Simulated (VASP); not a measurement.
A run of VASP 6.6.1 is set up as follows.

The input INCAR:

```
SYSTEM = Si
  PREC = Accurate
  ENCUT = 520
  EDIFF = 1E-6
  ISMEAR = 0
  SIGMA = 0.1
  LREAL = .False.
  LASPH = .True.
  NELM = 80
  ALGO = Normal
  ISIF = 2
  LWAVE = .False.
  LCHARG = .True.
  LDIPOL = .True.
  IDIPOL = 3
  DIPOL = 0.5 0.5 0.378
  GGA = PE
  IVDW = 12
  LELF = .True.
  LVHAR = .True.
  LVACPOTAV = .True.
  NBANDS = 16
```

The input KPOINTS:

```
Automatic mesh
0
Gamma
  9 9 1
  0 0 0
```

File POSCAR:

```
Si
1.0
    3.8475254748      0.0000000000      0.0000000000
   -1.9237627374      3.3320548028      0.0000000000
    0.0000000000      0.0000000000     18.4415958287
Si
4
Direct
    0.3333333333      0.6666666667      0.2695427207
    0.6666666667      0.3333333333      0.2440135898
    0.6666666667      0.5000000000      0.5119728204
    0.3333333333      0.8333333333      0.4864436895
```

Potentials or basis: VASP PAW PBE potentials, release 64 (Si).

Launch:

```sh
$ cat potpaw_PBE.64/Si/POTCAR > POTCAR
$ mpirun -np 1 vasp_std > vasp.out
```

Q: What does it give for the band gap on the k mesh?

A: 0.40 eV, direct.

Q: Estimate the dispersion energy per atom.

A: -0.240 eV.

Q: What does it give for the largest force?

A: 0.156 eV/Å.

Forces on the atoms (eV/Å):
```
Si   0.002  0.000  0.156
Si   0.004 -0.010  0.011
Si  -0.007  0.008 -0.011
Si   0.001  0.002 -0.156
```
